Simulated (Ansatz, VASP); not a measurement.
## One calculation of PbS, two programs

```
Pb S
1.0
     0.00000    2.96500    2.93535
     2.96500    0.00000    2.93535
     2.96500    2.96500    0.00000
Pb S
1 1
Cartesian
  0.0000 0.0000 0.0000
  2.9650 2.9650 2.9354
```

Change from the starting cell: zz strain of -1 %.

Alike in both runs: task single point; functional PBE; k mesh 8 × 8 × 8; occupations fermi-dirac, width 0.01 eV; no spin polarisation.

|  | VASP | Ansatz |
| --- | --- | --- |
| version | VASP 6.6.1 | Ansatz 0.2.0 |
| potentials or method | VASP PAW PBE potentials, release 64 (Pb_d, S), cutoff 520 eV | all-electron LAPW, scalar-relativistic |

|  | VASP | Ansatz | Ansatz less VASP |
| --- | --- | --- | --- |
| pressure (GPa) | 2.8 | 2.9 | +0.10 |
| traceless stress, the component that is largest in VASP (GPa) | 0.94 | 0.94 | -0.001 |

Ansatz ran all-electron here, and VASP with PAW potentials.

Neither program's run includes spin-orbit coupling.
